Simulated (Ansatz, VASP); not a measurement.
Two plane-wave programs on HfB

Contents of INCAR:

```
SYSTEM = HfB
ALGO = Normal
EDIFF = 1E-6
ENCUT = 520
GGA = CA
ISIF = 2
ISMEAR = 0
LASPH = .True.
LCHARG = .False.
LREAL = .False.
LWAVE = .False.
NBANDS = 14
NELM = 100
PREC = Accurate
SIGMA = 0.1
```

KPOINTS

```
k-points
0
Gamma
  16 16 16
  0 0 0
```

File POSCAR:

```
HfB
1.0
    0.0000000000      2.3920050000      2.3920050000
    2.3920050000      0.0000000000      2.3920050000
    2.3920050000      2.3920050000      0.0000000000
Hf B
1 1
Direct
    0.5000000000      0.5000000000      0.5000000000
    0.0000000000      0.0000000000      0.0000000000
```

Input for Ansatz:

```yaml
crystal:
  lattice:
    - [0.0, 2.392005, 2.392005]
    - [2.392005, 0.0, 2.392005]
    - [2.392005, 2.392005, 0.0]
  atoms:
    - { symbol: Hf, position: [0.5, 0.5, 0.5] }
    - { symbol: B, position: [0.0, 0.0, 0.0] }
basis:
  ecutwfc: 420
kpoints:
  mp_grid: { grid: [16, 16, 16] }
hamiltonian:
  xc: lda
scf:
  occupations: { method: gaussian, width: 0.1 }
output:
  forces: true
  stress: true
  eigenvalues: true
  write_density: true
  write_potential: true
  elf: true
  volumetric_format: npy
```

Alike in both runs: task single point; functional LDA; k mesh 16 × 16 × 16; occupations gaussian, width 0.1 eV; no spin polarisation.

```csv
,VASP,Ansatz
version,VASP 6.6.1,Ansatz 0.2.0
potentials or method,"VASP PAW LDA potentials, release 64 (Hf_pv, B), cutoff 520 eV","scalar-relativistic, plane waves, PAW"
valence electrons in the cell,13,29
```

VASP gave:

| Property | Result |
| --- | --- |
| gap on the k mesh at the Fermi level (eV) | none |
| pressure (GPa) | -3.2 |

Problem. Which values does Ansatz return?

Solution. gap on the k mesh at the Fermi level (eV): none; pressure (GPa): -4.1.

LDA's correlation is that of Perdew and Zunger in VASP and of Perdew and Wang (1992) in Ansatz. A gap of «none» marks a metal or a gap that the smearing closes. VASP's potentials hold 13 valence electrons a cell and Ansatz's 29, so a difference there can come from the potentials and not from the codes.

Neither program's run includes spin-orbit coupling.
